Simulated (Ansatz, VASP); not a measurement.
# One calculation of MgS, two programs

The input INCAR:

```
PREC     = Accurate       # precision mode
ENCUT    = 520            # plane-wave cutoff, eV
EDIFF    = 1E-6           # SCF threshold, eV
ISMEAR   = 0              # smearing method
SIGMA    = 0.02           # smearing width, eV
LREAL    = False          # projectors in reciprocal space
LASPH    = True           # aspherical terms in the spheres
NELM     = 100            # most SCF steps
ALGO     = Normal         # electronic algorithm
ISIF     = 2              # what is computed and relaxed
LWAVE    = False          # write WAVECAR
LCHARG   = False          # write CHGCAR
GGA      = PE             # functional
NBANDS   = 11             # bands
```

KPOINTS

```
Automatic mesh
0
Gamma
  8 8 8
```

File POSCAR:

```
MgS
1.0
    0.0000000000      2.8331200468      2.8331200468
    2.8331200468      0.0000000000      2.8331200468
    2.8331200468      2.8331200468      0.0000000000
Mg S
1 1
Direct
    0.0000000000      0.0000000000      0.0000000000
    0.7579417743      0.7420582257      0.7579417743
```

Input for Ansatz:

```yaml
crystal:
  lattice:
    - [0.0, 2.8331200468, 2.8331200468]
    - [2.8331200468, 0.0, 2.8331200468]
    - [2.8331200468, 2.8331200468, 0.0]
  atoms:
    - { symbol: Mg, position: [0.0, 0.0, 0.0] }
    - { symbol: S, position: [0.7579417743, 0.7420582257, 0.7579417743] }
basis:
  ecutwfc: 420
kpoints:
  mp_grid: { grid: [8, 8, 8] }
hamiltonian:
  xc: pbe
scf:
  occupations: { method: gaussian, width: 0.02 }
output:
  forces: true
  stress: true
  eigenvalues: true
```

Change from the starting cell: one atom moved.

Alike in both runs: task single point; functional PBE; k mesh 8 × 8 × 8; occupations gaussian, width 0.02 eV; no spin polarisation.

```csv
,VASP,Ansatz
version,VASP 6.6.1,Ansatz 0.2.0
potentials or method,"VASP PAW PBE potentials, release 64 (Mg, S), cutoff 520 eV","scalar-relativistic, plane waves, PAW"
valence electrons in the cell,8,16
```

```tsv
	VASP	Ansatz	Ansatz less VASP
gap on the k mesh at the Fermi level (eV)	3.39	3.40	+0.008
least direct gap on the mesh (eV)	3.39	3.40	+0.008
pressure (GPa)	0.8	1.0	+0.15
traceless stress, the component that is largest in VASP (GPa)	0.96	0.96	+0.001
rms of the force components (eV/Å)	0.145	0.145	-0.0001
```

Atom by atom the forces differ by 0.000 eV/Å (rms over components). The functional is the same, so the differences come from potentials, cutoffs and numerics. VASP's potentials hold 8 valence electrons a cell and Ansatz's 16, so a difference there can come from the potentials and not from the codes.
